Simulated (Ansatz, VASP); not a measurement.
One calculation of AlCu, two programs

```
Al Cu
1.0
     2.99751    0.06744    0.00000
     0.06744    2.99751    0.00000
     0.00000    0.00000    2.99751
Al Cu
1 1
Direct
  0.00000 0.00000 0.00000
  0.50000 0.50000 0.50000
```

Change from the starting cell: strain +0.0450 x Voigt [0, 0, 0, 0, 0, 1], atoms carried along.

Alike in both runs: task single point; functional r2SCAN; k mesh 16 × 16 × 16; occupations gaussian, width 0.15 eV; no spin polarisation.

|  | VASP | Ansatz |
| --- | --- | --- |
| version | VASP 6.6.1 | Ansatz 0.2.0 |
| potentials or method | VASP PAW PBE potentials, release 64 (Al, Cu), cutoff 520 eV | scalar-relativistic, plane waves, PAW |
| valence electrons in the cell | 14 | 22 |

Ansatz gave:

| Item | Value |
| --- | --- |
| gap on the k mesh at the Fermi level (eV) | none |
| pressure (GPa) | -4.6 |
| traceless stress, the component that is largest in VASP (GPa) | -2.08 |

Task: Estimate VASP's values.

Result: gap on the k mesh at the Fermi level (eV): none; pressure (GPa): -4.6; traceless stress, the component that is largest in VASP (GPa): -2.06.

VASP's potentials were made for PBE, not for r2SCAN. A gap of «none» marks a metal or a gap that the smearing closes. With one functional, cell and mesh, what is left measures potentials, basis and numerics. VASP's potentials hold 14 valence electrons a cell and Ansatz's 22, so a difference there can come from the potentials and not from the codes.
